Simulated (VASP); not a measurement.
Set up this calculation in VASP 6.6.1, as the native input.

```yaml
Task: single point
Functional: PBE
Potentials_or_basis: VASP PAW PBE potentials, release 64 (Ru_pv, Al)
Cutoff: 520 eV
k_mesh: 12 × 9 × 9
Occupations: tetrahedron
Spin: no spin polarisation
Dipole_correction: no
Further_INCAR_settings: ALGO = Normal; EDIFF = 1e-06; NBANDS = 25
```

The structure of AlRu (CsCl type) lies in POSCAR:

```
AlRu
1.0
    0.0000000000      0.0000000000      3.0043569641
    3.0043569641     -3.0043569641      0.0000000000
    3.0043569641      3.0043569641      0.0000000000
Ru Al
2 2
Direct
    0.0000000000      0.0000000000      0.0000000000
    0.0000000000      0.5000000000      0.5000000000
    0.5000000000      0.5000000000      0.0000000000
    0.5000000000      0.0000000000      0.5000000000
```

These files were run (other wordings do the same):

INCAR

```
SYSTEM = AlRu
ALGO = Normal
EDIFF = 1E-6
ENCUT = 520
GGA = PE
ISIF = 2
ISMEAR = -5
LASPH = .TRUE.
LCHARG = .FALSE.
LREAL = .FALSE.
LWAVE = .FALSE.
NBANDS = 25
NELM = 60
PREC = Accurate
SIGMA = 0.1
```

KPOINTS

```
k-points
0
G
  12 9 9
  0 0 0
```

Potentials or basis: VASP PAW PBE potentials, release 64 (Ru_pv, Al).

Run with:

```bash
$ cat potpaw_PBE.64/Ru_pv/POTCAR potpaw_PBE.64/Al/POTCAR > POTCAR
$ mpirun -np 1 vasp_std > vasp.out
```

It gave:

* Pressure: -0.2 GPa
* Band gap on the k mesh: zero (bands 17 and 18 overlap by 2.68 eV)

Caveat: tetrahedron occupations give inexact forces and stress in metals.

Run time: 110 s on 1 thread of Intel Xeon 8259CL, on a shared host, peak memory 0.26 GiB.
